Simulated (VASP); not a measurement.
# Si4N in VASP: single point with PBE+D3(BJ)

Aim: the single point of Si4N with PBE+D3(BJ).

Program: VASP 6.6.1. These are calculated values, not measurements. Logs are shortened: lines on timing, memory, paths and dates and some standing lists are left out, and cuts for length are marked.

### 1 The cell of the first run

The cell holds a slab with vacuum, 5 atoms: a = 3.833 Å, b = 3.833 Å, c = 21.103 Å, α = 90.00°, β = 90.00°, γ = 90.00°.

### 2 Single point, PBE+D3(BJ), collinear spin, ferromagnetic start

Contents of INCAR:

```
SYSTEM = Si4N
ALGO = Normal ; DIPOL = 0.5 0.5 0.327
EDIFF = 1E-6 ; ENCUT = 520
GGA = PE ; IDIPOL = 3
ISIF = 2 ; ISMEAR = 0
ISPIN = 2 ; IVDW = 12
LASPH = .TRUE. ; LCHARG = .TRUE.
LDIPOL = .TRUE. ; LELF = .TRUE.
LORBIT = 11 ; LREAL = .FALSE.
LVACPOTAV = .TRUE. ; LVHAR = .TRUE.
LWAVE = .FALSE. ; MAGMOM = 0 0 0 0 3
NBANDS = 22 ; NELM = 150
PREC = Accurate ; SIGMA = 0.05
```

Contents of KPOINTS:

```
k-points
0
G
  7 7 1
  0 0 0
```

Contents of POSCAR:

```
Si4N
1.0
    3.8333442755      0.0000000000      0.0000000000
    0.0000000000      3.8333442755      0.0000000000
    0.0000000000      0.0000000000     21.1034818114
Si N
4 1
Direct
    0.0000000000      0.5000000000      0.1895421825
    0.0000000000      0.0000000000      0.2537634269
    0.5000000000      0.0000000000      0.3207061922
    0.5000000000      0.5000000000      0.3839879070
    0.5000000000      0.5000000000      0.4882361074
```

Potentials or basis: VASP PAW PBE potentials, release 64 (Si, N).

On the command line:

```console
$ cat potpaw_PBE.64/Si/POTCAR potpaw_PBE.64/N/POTCAR > POTCAR
$ mpirun -np 1 vasp_std > vasp.out
```

OUTCAR:

```text
SYSTEM = Si4N
   EDIFF = 1E-6
   ENCUT = 520
   GGA = PE
   ISIF = 2
   ISMEAR = 0
   ISPIN = 2
   IVDW = 12
   LASPH = .TRUE.
   LORBIT = 11
   LREAL = .FALSE.
   NELM = 150
   PREC = Accurate
 IVDW          = 12

 ion  position               nearest neighbor table
   1  0.000  0.500  0.190-   2 2.35   2 2.35
   2  0.000  0.000  0.254-   1 2.35   1 2.35   3 2.38   3 2.38
   3  0.500  0.000  0.321-   4 2.34   4 2.34   2 2.38   2 2.38
   4  0.500  0.500  0.384-   5 2.20   3 2.34   3 2.34
   5  0.500  0.500  0.488-   4 2.20

  LATTYP: Found a simple tetragonal cell.
 ALAT       =     3.8333442755
 C/A-ratio  =     5.5052404101

  Lattice vectors:

 A1 = (   3.8333442755,   0.0000000000,   0.0000000000)
 A2 = (   0.0000000000,   3.8333442755,   0.0000000000)
 A3 = (   0.0000000000,   0.0000000000,  21.1034818114)

Analysis of symmetry for initial positions (statically):
=====================================================================
 Subroutine PRICEL returns:
 Original cell was already a primitive cell.

 Routine SETGRP: Setting up the symmetry group for a
 simple tetragonal supercell.

 Subroutine GETGRP returns: Found  4 space group operations
 (whereof  4 operations were pure point group operations)
 out of a pool of 16 trial point group operations.

The static configuration has the point symmetry C_2v.

Analysis of symmetry for dynamics (positions and initial velocities):
=====================================================================
 Subroutine PRICEL returns:
 Original cell was already a primitive cell.

 Routine SETGRP: Setting up the symmetry group for a
 simple tetragonal supercell.

 Subroutine GETGRP returns: Found  4 space group operations
 (whereof  4 operations were pure point group operations)
 out of a pool of 16 trial point group operations.

The dynamic configuration has the point symmetry C_2v.

Analysis of structural, dynamic, and magnetic symmetry:
=====================================================================
 Subroutine PRICEL returns:
 Original cell was already a primitive cell.

 Routine SETGRP: Setting up the symmetry group for a
 simple tetragonal supercell.

 Subroutine GETGRP returns: Found  4 space group operations
 (whereof  4 operations were pure point group operations)
 out of a pool of 16 trial point group operations.

The overall configuration has the point symmetry C_2v.

 Subroutine INISYM returns: Found  4 space group operations
[... 127 lines left out ...]
  energy-cutoff  :      520.00
  volume of cell :      310.11
 maximum number of plane-waves:      8388
 NGX is ok and might be reduce to    30
   NGX = 15   NGY = 15   NGZ = 79

 dipolmoment           0.000000      0.000000     -0.001886 electrons x Angstroem

 number of electron      21.0000000 magnetization       1.7709725

 dipolmoment           0.000000      0.000000      0.100401 electrons x Angstroem

 Free energy of the ion-electron system (eV)
  ---------------------------------------------------
  ext. energy  EPLUGINS =         0.00000000
  ---------------------------------------------------
  free energy    TOTEN  =       -22.92475395 eV

  energy without entropy =      -22.92355177  energy(sigma->0) =      -22.92415286

 E-fermi :  -2.5791     XC(G=0):  -3.7677

 val. band max:       -2.7035923780   @ k =   0.4286   0.2857   0.0000
 cond. band min:      -2.5483560549   @ k =  -0.2857   0.4286   0.0000
 fundamental gap:      0.1552363231
 Fermi energy:        -2.5791477817

 spin component 1

 k-point     1 :       0.0000    0.0000    0.0000
  band No.  band energies     occupation
      1     -16.4732      1.00000
      2     -13.6583      1.00000
      3     -11.4627      1.00000
      4      -8.1819      1.00000
      5      -5.4532      1.00000
      6      -4.9718      1.00000
[... 389 lines left out ...]
     21       5.3302      0.00000
     22       6.1368      0.00000
 Fermi energy:        -2.5791477817

 spin component 2

 k-point     1 :       0.0000    0.0000    0.0000
  band No.  band energies     occupation
      1     -14.0911      1.00000
      2     -13.4378      1.00000
      3     -11.3939      1.00000
      4      -8.1111      1.00000
      5      -4.9131      1.00000
      6      -4.8016      1.00000
[... 389 lines left out ...]
     21       5.4301      0.00000
     22       6.3112      0.00000

------------------------ aborting loop because EDIFF is reached ----------------------------------------

 Edisp (eV)   -1.00269

 E8    (eV) :    -0.4244

  FORCE on cell =-STRESS in cart. coord.  units (eV):
  Direction    XX          YY          ZZ          XY          YZ          ZX
  --------------------------------------------------------------------------------------
  -------------------------------------------------------------------------------------
  Total      -4.47784    -0.28133    -7.73885     0.00000     0.00000     0.00000
  in kB     -23.13499    -1.45352   -39.98316     0.00000     0.00000     0.00000
  external pressure =      -21.52 kB  Pullay stress =        0.00 kB

 VOLUME and BASIS-vectors are now :
 -----------------------------------------------------------------------------
  energy-cutoff  :      520.00
  volume of cell :      310.11
      direct lattice vectors                 reciprocal lattice vectors
     3.833344276  0.000000000  0.000000000     0.260868821  0.000000000  0.000000000
     0.000000000  3.833344276  0.000000000     0.000000000  0.260868821  0.000000000
     0.000000000  0.000000000 21.103481811     0.000000000  0.000000000  0.047385546

 POSITION                                       TOTAL-FORCE (eV/Angst)
 -----------------------------------------------------------------------------------
      0.00000      1.91667      4.00000         0.000000      0.000000     -0.080449
      0.00000      0.00000      5.35529         0.000000      0.000000      0.253092
      1.91667      0.00000      6.76802         0.000000      0.000000      0.340677
      1.91667      1.91667      8.10348         0.000000      0.000000      2.619365
      1.91667      1.91667     10.30348         0.000000      0.000000     -3.132685
 -----------------------------------------------------------------------------------
    total drift:                                0.000000      0.000000      0.000029

  FREE ENERGIE OF THE ION-ELECTRON SYSTEM (eV)
  ---------------------------------------------------
  free  energy   TOTEN  =       -23.9274440663 eV

  energy  without entropy=      -23.9262418942  energy(sigma->0) =      -23.92684298

 vacuum level on the upper side and lower side of the slab         4.028         2.791

 total charge

# of ion       s       p       d       tot
------------------------------------------
    1        0.860   0.726   0.000   1.585
    2        0.770   0.899   0.000   1.669
    3        0.763   0.903   0.000   1.666
    4        0.795   0.767   0.000   1.562
    5        1.359   1.946   0.000   3.305
--------------------------------------------------
tot          4.547   5.240   0.000   9.787

 magnetization (x)

# of ion       s       p       d       tot
------------------------------------------
    1        0.000   0.007   0.000   0.008
    2        0.001  -0.003   0.000  -0.001
    3        0.002   0.011   0.000   0.013
    4       -0.013  -0.072   0.000  -0.085
    5        0.026   1.231   0.000   1.257
--------------------------------------------------
tot          0.017   1.174   0.000   1.191
```

OSZICAR:

```text
N       E                     dE             d eps       ncg     rms          rms(c)
DAV:   1     0.959229792747E+02    0.95923E+02   -0.64735E+03  1408   0.673E+02
DAV:   2    -0.882933567234E+01   -0.10475E+03   -0.99963E+02  1936   0.128E+02
DAV:   3    -0.224537866329E+02   -0.13624E+02   -0.13291E+02  1816   0.431E+01
[... 20 lines left out ...]
DAV:  24    -0.229247450477E+02   -0.21751E-04   -0.19170E-06  1586   0.359E-03    0.673E-04
DAV:  25    -0.229247493331E+02   -0.42854E-05   -0.38564E-07  1538   0.218E-03    0.505E-04
DAV:  26    -0.229247523206E+02   -0.29875E-05   -0.30643E-07  1422   0.194E-03    0.284E-04
DAV:  27    -0.229247536752E+02   -0.13545E-05   -0.15096E-07  1518   0.173E-03    0.153E-04
DAV:  28    -0.229247539451E+02   -0.26990E-06   -0.27219E-08  1278   0.881E-04
   1 F= -.23927444E+02 E0= -.23926843E+02  d E =-.120217E-02  mag=     1.7710
```

stdout:

```text
POSCAR found type information on POSCAR SiN
 POSCAR found :  2 types and       5 ions
 scaLAPACK will be used
 LDA part: xc-table for (Slater+PW92), standard interpolation
 POSCAR, INCAR and KPOINTS ok, starting setup
 FFT: planning ... GRIDC
 FFT: planning ... GRID_SOFT
 FFT: planning ... GRID
 WAVECAR not read
 entering main loop
 -----------------------------------------------------------------------------
|                                                                             |
|           W    W    AA    RRRRR   N    N  II  N    N   GGGG   !!!           |
|           W    W   A  A   R    R  NN   N  II  NN   N  G    G  !!!           |
|           W    W  A    A  R    R  N N  N  II  N N  N  G       !!!           |
|           W WW W  AAAAAA  RRRRR   N  N N  II  N  N N  G  GGG   !            |
|           WW  WW  A    A  R   R   N   NN  II  N   NN  G    G                |
|           W    W  A    A  R    R  N    N  II  N    N   GGGG   !!!           |
|                                                                             |
|     Did not find any points to average over, which means that no vacuum     |
|     field-free region was found. Please increase the size of  your cell     |
|     in the dimension of the dipole correction to obtain accurate            |
|     workfunction values.                                                    |
|                                                                             |
 -----------------------------------------------------------------------------
```

Run time: 12 min. Hardware: 1 thread of Intel Xeon 8259CL, shared host; peak memory 0.57 GiB.

What came out:

```yaml
Free_energy: -23.9274 eV
Largest_force: 3.133 eV/Å
Net_moment: 1.77 μB per cell
Site_moments: Si +0.01, -0.00, -0.09 (each value once); N +1.26 μB
Valence_electrons_inside_the_program's_atomic_spheres: Si 1.58, 1.67, 1.56 (each value once); N 3.31
Dispersion_energy_per_atom: -0.201 eV
```

Forces in eV/Å, atoms in the order of the input:
```
Si   0.000  0.000 -0.080
Si   0.000  0.000  0.253
Si   0.000  0.000  0.341
Si   0.000  0.000  2.619
N    0.000  0.000 -3.133
```
